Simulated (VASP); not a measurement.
# MgB2 (P1) in VASP: relaxation of cell and atoms with PBE

Aim: the relaxation of cell and atoms of MgB2 with PBE.

Everything below comes from runs of VASP 6.6.1. Logs are shortened: lines on timing, memory, paths and dates and some standing lists are left out, and cuts for length are marked.

## Step 1: The cell of the first run

The typed cell holds 6 atoms: a = 2.833 Å, b = 4.362 Å, c = 5.679 Å, α = 108.74°, β = 89.67°, γ = 108.88°.

## Step 2: Relaxation of cell and atoms, PBE

File INCAR:

```
PREC     = Accurate       # precision mode
ENCUT    = 600            # plane-wave cutoff, eV
EDIFF    = 1E-6           # SCF threshold, eV
ISMEAR   = 0              # smearing method
SIGMA    = 0.1            # smearing width, eV
LREAL    = F              # projectors in reciprocal space
LASPH    = T              # aspherical terms in the spheres
NELM     = 80             # most SCF steps
ALGO     = Normal         # electronic algorithm
ISIF     = 3              # what is computed and relaxed
LWAVE    = F              # write WAVECAR
LCHARG   = F              # write CHGCAR
GGA      = PE             # functional
IBRION   = 2              # ionic algorithm
NSW      = 100            # ionic steps
EDIFFG   = -0.015         # ionic threshold
```

File KPOINTS:

```
Automatic mesh
0
Gamma
  8 8 4
```

File POSCAR:

```
MgB2
1.0
    0.0081099700      2.8334598563      0.0048218159
   -1.4106295585     -1.4141148030      3.8777797902
    5.6790497874      0.0162199401      0.0190670006
Mg B
2 4
Direct
    0.9711543514     -0.0200264293      0.4939238961
    0.0179925810      0.0308098248     -0.0162386060
    0.7228448294      0.4968236205      0.1306768347
    0.7904239998      0.4361214602      0.6188056551
    0.2427627301      0.5361022495      0.3832983761
    0.2548215085      0.5201692743      0.8895338440
```

Potentials or basis: VASP PAW PBE potentials, release 64 (Mg, B).

Launch:

```bash
$ cat potpaw_PBE.64/Mg/POTCAR potpaw_PBE.64/B/POTCAR > POTCAR
$ mpirun -np 1 vasp_std > vasp.out
```

OUTCAR:

```text
PREC = Accurate
   ENCUT = 600
   EDIFF = 1E-6
   ISMEAR = 0
   LREAL = F
   LASPH = T
   NELM = 80
   ISIF = 3
   GGA = PE
   IBRION = 2
   NSW = 100
   EDIFFG = -0.015

 ion  position               nearest neighbor table
   1  0.971  0.980  0.494-   4 2.11   5 2.22   5 2.25   3 2.34   4 2.44   5 2.58   6 2.58   4 2.59
                             2 2.72   2 2.97
   2  0.018  0.031  0.984-   6 2.26   3 2.26   3 2.35   6 2.43   6 2.46   5 2.51   3 2.61   4 2.63
                             1 2.72   1 2.97
   3  0.723  0.497  0.131-   6 1.96   5 1.98   5 1.99   6 2.03   2 2.26   1 2.34   2 2.35   2 2.61

   4  0.790  0.436  0.619-   6 1.89   5 1.90   1 2.11   1 2.44   1 2.59   2 2.63
   5  0.243  0.536  0.383-   4 1.90   3 1.98   3 1.99   1 2.22   1 2.25   2 2.51   1 2.58
   6  0.255  0.520  0.890-   4 1.89   3 1.96   3 2.03   2 2.26   2 2.43   2 2.46   1 2.58

  LATTYP: Found a triclinic cell.
 ALAT       =     2.8334755652
 B/A-ratio  =     2.8233466206
 C/A-ratio  =     1.5394411498
 COS(alpha) =     0.0011212066
 COS(beta)  =     0.3236028412
 COS(gamma) =     0.7043157754

  Lattice vectors:

 A1 = (  -0.0081099700,  -2.8334598563,  -0.0048218159)
 A2 = (   5.6628298474,  -5.6506997725,   0.0094233688)
 A3 = (  -1.4106295585,  -1.4141148030,   3.8777797902)

Analysis of symmetry for initial positions (statically):
=====================================================================
 Subroutine PRICEL returns:
 Original cell was already a primitive cell.

 Routine SETGRP: Setting up the symmetry group for a
 triclinic supercell.

 Subroutine GETGRP returns: Found  1 space group operations
 (whereof  1 operations were pure point group operations)
 out of a pool of  2 trial point group operations.

The static configuration has the point symmetry C_1 .

Analysis of symmetry for dynamics (positions and initial velocities):
=====================================================================
 Subroutine PRICEL returns:
 Original cell was already a primitive cell.

 Routine SETGRP: Setting up the symmetry group for a
 triclinic supercell.

 Subroutine GETGRP returns: Found  1 space group operations
 (whereof  1 operations were pure point group operations)
 out of a pool of  2 trial point group operations.

The dynamic configuration has the point symmetry C_1 .

 Subroutine INISYM returns: Found  1 space group operations
 (whereof  1 operations are pure point group operations),
 and found     1 'primitive' translations

----------------------------------------------------------------------------------------

                                     Primitive cell

  volume of cell :      62.5128

  direct lattice vectors                    reciprocal lattice vectors
     0.008109970  2.833459856  0.004821816    -0.001437469  0.352711536  0.128100845
    -1.410629558 -1.414114803  3.877779790    -0.000862981 -0.000435570  0.257406754
     5.679049787  0.016219940  0.019067001     0.175873491 -0.000611882  0.063754800

  length of vectors
     2.833475565  4.361968882  5.679104958     0.375256340  0.257408569  0.187073605

  position of ions in fractional coordinates (direct lattice)
     0.971154351  0.979973571  0.493923896
     0.017992581  0.030809825  0.983761394
     0.722844829  0.496823621  0.130676835
     0.790424000  0.436121460  0.618805655
     0.242762730  0.536102249  0.383298376
     0.254821509  0.520169274  0.889533844

  ion indices of the primitive-cell ions
   primitive index   ion index
                 1           1
                 2           2
                 3           3
                 4           4
                 5           5
                 6           6

----------------------------------------------------------------------------------------

 KPOINTS: Automatic mesh

Automatic generation of k-mesh.
 Grid dimensions read from file:
 generate k-points for:    8    8    4

 Generating k-lattice:

  Cartesian coordinates                     Fractional coordinates (reciprocal lattice)
    -0.000179684  0.044088942  0.016012606     0.125000000  0.000000000 -0.000000000
    -0.000107873 -0.000054446  0.032175844    -0.000000000  0.125000000 -0.000000000
     0.043968373 -0.000152970  0.015938700     0.000000000 -0.000000000  0.250000000

  Length of vectors
     0.046907043  0.032176071  0.046768401

  Shift w.r.t. Gamma in fractional coordinates (k-lattice)
     0.000000000  0.000000000  0.000000000

 Subroutine IBZKPT returns following result:
 ===========================================

 Found    132 irreducible k-points:

 Following reciprocal coordinates:
            Coordinates               Weight
  0.000000  0.000000  0.000000      1.000000
  0.125000  0.000000  0.000000      2.000000
  0.250000  0.000000  0.000000      2.000000
  0.375000  0.000000  0.000000      2.000000
  0.500000  0.000000  0.000000      1.000000
 -0.000000  0.125000 -0.000000      2.000000
[... 16 lines left out ...]
  0.125000  0.375000  0.000000      2.000000
  0.250000  0.375000  0.000000      2.000000
 [... further k-points ...]
   k-points           NKPTS =    132   k-points in BZ     NKDIM =    132   number of bands    NBANDS=     12
   number of dos      NEDOS =    301   number of ions     NIONS =      6
   total plane-waves  NPLWV =  41472
   dimension x,y,z NGX =    24 NGY =   36 NGZ =   48
   dimension x,y,z NGXF=    48 NGYF=   72 NGZF=   96
   ions per type =               2   4
   NGX,Y,Z   is equivalent  to a cutoff of  14.08, 13.72, 14.05 a.u.
   NGXF,Y,Z  is equivalent  to a cutoff of  28.16, 27.44, 28.10 a.u.
 SYSTEM =  unknown system
   PREC   = accura    normal or accurate (medium, high low for compatibility)
   ISTART =      0    job   : 0-new  1-cont  2-samecut
   ICHARG =      2    charge: 1-file 2-atom 10-const
   ISPIN  =      1    spin polarized calculation?
   LNONCOLLINEAR =      F non collinear calculations
   LSORBIT =      F    spin-orbit coupling
   LASPH  =      T    aspherical Exc in radial PAW
   ENCUT  =  600.0 eV  44.10 Ry    6.64 a.u.   5.66  8.71 11.34*2*pi/ulx,y,z
   NELM   =     80;   NELMIN=  2; NELMDL= -5     # of ELM steps
   EDIFF  = 0.1E-05   stopping-criterion for ELM
   LREAL  =      F    real-space projection
   EDIFFG = -.1E-01   stopping-criterion for IOM
   NSW    =    100    number of steps for IOM
   IBRION =      2    ionic relax: 0-MD 1-quasi-New 2-CG
   NFREE  =      1    steps in history (QN), initial steepest desc. (CG)
   ISIF   =      3    stress and relaxation
   ISYM   =      2    0-nonsym 1-usesym 2-fastsym
   POTIM  = 0.5000    time-step for ionic-motion
   TEBEG  =    0.0;   TEEND  =   0.0 temperature during run
   PSTRESS=    0.0 pullay stress
   NELECT =      16.0000    total number of electrons
   NUPDOWN=      -1.0000    fix difference up-down
   EMIN   =  10.00;   EMAX   =-10.00  energy-range for DOS
   EFERMI =   0.00;   METHOD = LEGACY
   ISMEAR =     0;   SIGMA  =   0.10  broadening in eV -4-tet -1-fermi 0-gaus
   EFERMI_NEDOS =   21; number of points for ismear=-14 and -15
   IALGO  =     38    algorithm
   IMIX   =      4    mixing-type and parameters
     AMIX     =   0.40;   BMIX     =  1.00
     AMIX_MAG =   1.60;   BMIX_MAG =  1.00
  volume/ion in A,a.u.               =      10.42        70.31
  Fermi-wavevector in a.u.,A,eV,Ry     =   1.039422  1.964222 14.699697  1.080397
  Thomas-Fermi vector in A             =   2.173951
   LORBIT       =      0    0 simple, 1 ext, 2 COOP (PROOUT), +10 PAW based schemes
   GGA     = PE    functional components
   LHFCALC =     F    Hartree Fock is set to
   AEXX    =    0.0000 exact exchange contribution
   IVDW    =     0    specifies the selected vdW correction
   LEPSILON=     F    determine dielectric tensor
   LRPA    =     F    only Hartree local field effects (RPA)
 conjugate gradient relaxation of ions
 non-spin polarized calculation
 Gauss-broadening in eV      SIGMA  =   0.10
  energy-cutoff  :      600.00
  volume of cell :       62.51
 maximum number of plane-waves:      2104
   NGX = 11   NGY = 17   NGZ = 23

--------------------------------------- Ionic step        1  -------------------------------------------

 number of electron      16.0000000 magnetization

 Free energy of the ion-electron system (eV)
  ---------------------------------------------------
  ext. energy  EPLUGINS =         0.00000000
  ---------------------------------------------------
  free energy    TOTEN  =       -24.16287150 eV

  energy without entropy =      -24.15199233  energy(sigma->0) =      -24.15743192

------------------------ aborting loop because EDIFF is reached ----------------------------------------

  FORCE on cell =-STRESS in cart. coord.  units (eV):
  Direction    XX          YY          ZZ          XY          YZ          ZX
  --------------------------------------------------------------------------------------
  -------------------------------------------------------------------------------------
  Total        0.5548013      1.9424795      4.4600442      0.0418850     -1.8133582      0.1023108
  in kB       14.2193202     49.7849165    114.3090177      1.0734943    -46.4755908      2.6221830
  external PRESSURE =      59.4377515 kB  Pullay stress =       0.0000000 kB
[... 101 lines left out ...]
  FREE ENERGIE OF THE ION-ELECTRON SYSTEM (eV)
  ---------------------------------------------------
  free  energy   TOTEN  =       -25.0612877598 eV

  energy  without entropy=      -25.0506972404  energy(sigma->0) =      -25.05599250

[... ionic steps 4 to 44 ...]

--------------------------------------- Ionic step       45  -------------------------------------------

 number of electron      16.0000000 magnetization

------------------------ aborting loop because EDIFF is reached ----------------------------------------
[... 75 lines left out ...]
--------------------------------------- Ionic step       47  -------------------------------------------

 number of electron      16.0000000 magnetization

 Free energy of the ion-electron system (eV)
  ---------------------------------------------------
  ext. energy  EPLUGINS =         0.00000000
  ---------------------------------------------------
  free energy    TOTEN  =       -29.40786389 eV

  energy without entropy =      -29.40257632  energy(sigma->0) =      -29.40522011

 E-fermi :   5.1661     XC(G=0): -10.6231

 val. band max:        5.1237107536   @ k =  -0.0000   0.3750   0.2500
 cond. band min:       5.1786429974   @ k =   0.0000   0.0000   0.0000
 fundamental gap:      0.0549322438
 Fermi energy:         5.1661493047

 k-point     1 :       0.0000    0.0000    0.0000
  band No.  band energies     occupation
      1      -7.3299      2.00000
      2      -3.5625      2.00000
      3      -3.3315      2.00000
      4       2.2699      2.00000
      5       2.9461      2.00000
      6       3.2773      2.00000
      7       4.6894      2.00000
      8       5.1786      0.85975
      9       5.3697      0.00400
     10       7.1931      0.00000
     11       9.5028      0.00000
     12      10.4528      0.00000
[... 331 lines left out ...]
 k-point    24 :       0.2500    0.3750    0.0000
  band No.  band energies     occupation
      1      -5.6516      2.00000
      2      -2.8493      2.00000
      3      -2.0069      2.00000
      4      -0.6905      2.00000
      5       0.8634      2.00000
      6       1.4229      2.00000
      7       2.5155      2.00000
      8       3.7854      2.00000
      9       5.7847      0.00000
     10       7.5597      0.00000
     11       9.0468      0.00000
     12      11.2766      0.00000

 [... further k-points ...]
[... 5 lines left out ...]
  --------------------------------------------------------------------------------------
  -------------------------------------------------------------------------------------
  Total        0.0417167     -0.0061704     -0.0152531      0.0079391     -0.0055833      0.0113674
  in kB        1.0779602     -0.1594435     -0.3941393      0.2051473     -0.1442720      0.2937331
  external PRESSURE =       0.1747925 kB  Pullay stress =       0.0000000 kB
[... 21 lines left out ...]
  FREE ENERGIE OF THE ION-ELECTRON SYSTEM (eV)
  ---------------------------------------------------
  free  energy   TOTEN  =       -29.4078638930 eV

  energy  without entropy=      -29.4025763221  energy(sigma->0) =      -29.40522011

 reached required accuracy - stopping structural energy minimisation
```

It took 32 min on 1 thread of Intel Xeon Platinum 8259CL at 2.50GHz (Skylake/Cascade Lake), shared host; peak memory 0.33 GiB.

Results:

| Quantity | Value |
| --- | --- |
| Free energy | -29.4079 eV |
| Relaxed volume | 10.33 Å³/atom |
| Relaxed cell | a = 3.144 Å, b = 4.793 Å, c = 5.832 Å, α = 89.81°, β = 105.76°, γ = 130.96° |
| Space group after relaxing (to 0.05 Å) | C2/m (No. 12) |
| Energy gained by relaxing | 874.2 meV/atom |
| Ionic steps | 47 |
| Pressure after relaxing | 0.0 GPa |
| Largest force after relaxing | 0.011 eV/Å |
| Band gap on the k mesh | zero (band 8 reaches 7.20 eV, above the bottom of band 9 at 3.63 eV) |

Forces on the atoms (eV/Å):
```
Mg  -0.001 -0.008  0.007
Mg  -0.002  0.003  0.004
B   -0.002  0.002 -0.003
B    0.004  0.001 -0.007
B   -0.003  0.003 -0.003
B    0.004 -0.001  0.001
```

The path:
| step | energy change (eV) | largest force (eV/Å) | pressure (GPa) | volume (Å³) |
| --- | --- | --- | --- | --- |
| 1 | 0.0000 | 2.7003 | 5.94 | 62.51 |
| 3 | -0.8984 | 2.2839 | -7.05 | 69.22 |
| 5 | -2.1255 | 2.2252 | 6.55 | 63.70 |
| 7 | -2.9788 | 2.2119 | 1.07 | 66.78 |
| 9 | -3.5310 | 1.8030 | -0.75 | 69.24 |
| 11 | -3.8018 | 1.4405 | 0.48 | 69.53 |
| 13 | -3.9782 | 0.8175 | -0.37 | 70.21 |
| 15 | -4.0749 | 1.4016 | -0.52 | 70.18 |
| 17 | -4.2211 | 0.6516 | 0.03 | 69.62 |
| 19 | -4.3484 | 1.5680 | -0.13 | 69.44 |
| 21 | -4.4494 | 1.0507 | -0.84 | 69.35 |
| 23 | -4.5929 | 1.7425 | -3.09 | 68.64 |
| 25 | -4.6645 | 1.2149 | -2.60 | 68.44 |
| 27 | -4.7737 | 1.2999 | -1.63 | 66.58 |
| 29 | -4.9146 | 1.6290 | -0.53 | 65.31 |
| 31 | -5.0998 | 0.9973 | -0.88 | 63.96 |
| 33 | -5.1549 | 0.7361 | -0.56 | 62.86 |
| 35 | -5.1848 | 0.5762 | -0.32 | 62.53 |
| 37 | -5.2324 | 0.3294 | 0.44 | 61.90 |
| 39 | -5.2390 | 0.1654 | 0.04 | 62.03 |
| 41 | -5.2434 | 0.0747 | -0.16 | 62.06 |
| 43 | -5.2446 | 0.0385 | 0.08 | 61.94 |
| 45 | -5.2449 | 0.0546 | 0.02 | 61.98 |
| 47 | -5.2450 | 0.0110 | 0.02 | 62.00 |

Final structure:
```cif
data_structure
_symmetry_space_group_name_H-M 'P 1'
_symmetry_Int_Tables_number 1
_cell_length_a 3.1440
_cell_length_b 4.7935
_cell_length_c 5.8321
_cell_angle_alpha 89.812
_cell_angle_beta 105.765
_cell_angle_gamma 130.957
_cell_volume 62.00
loop_
_atom_site_label
_atom_site_type_symbol
_atom_site_fract_x
_atom_site_fract_y
_atom_site_fract_z
_atom_site_occupancy
Mg1 Mg 0.12037 0.07866 0.49755 1
Mg2 Mg 0.21315 0.92103 0.00258 1
B1 B 0.35550 0.47953 0.16951 1
B2 B 0.20249 0.59227 0.63559 1
B3 B 0.97753 0.52059 0.33046 1
B4 B 0.13096 0.40792 0.86431 1
```

Levels at points of the mesh, in eV from the Fermi level:
```csv
k point,band 6,band 7,band 8,band 9,band 10,band 11
"(0.00, 0.00, 0.00)",-1.89,-0.48,0.01,0.20,2.03,4.34
"(0.50, 0.00, 0.00)",-4.05,-2.78,-2.68,-1.17,-0.54,3.13
"(0.00, 0.50, 0.00)",-2.31,-1.64,-0.21,0.60,5.35,5.67
"(0.50, 0.50, 0.00)",-3.53,-0.80,-0.66,1.36,2.21,3.07
"(0.00, 0.00, 0.50)",-2.28,-1.28,0.67,1.45,2.33,3.80
"(0.50, 0.00, 0.50)",-4.06,-2.80,-2.69,-1.16,-0.53,3.17
"(0.00, 0.50, 0.50)",-3.36,-1.94,2.03,2.74,3.49,3.66
"(0.50, 0.50, 0.50)",-3.55,-0.81,-0.66,1.37,2.22,3.07
```
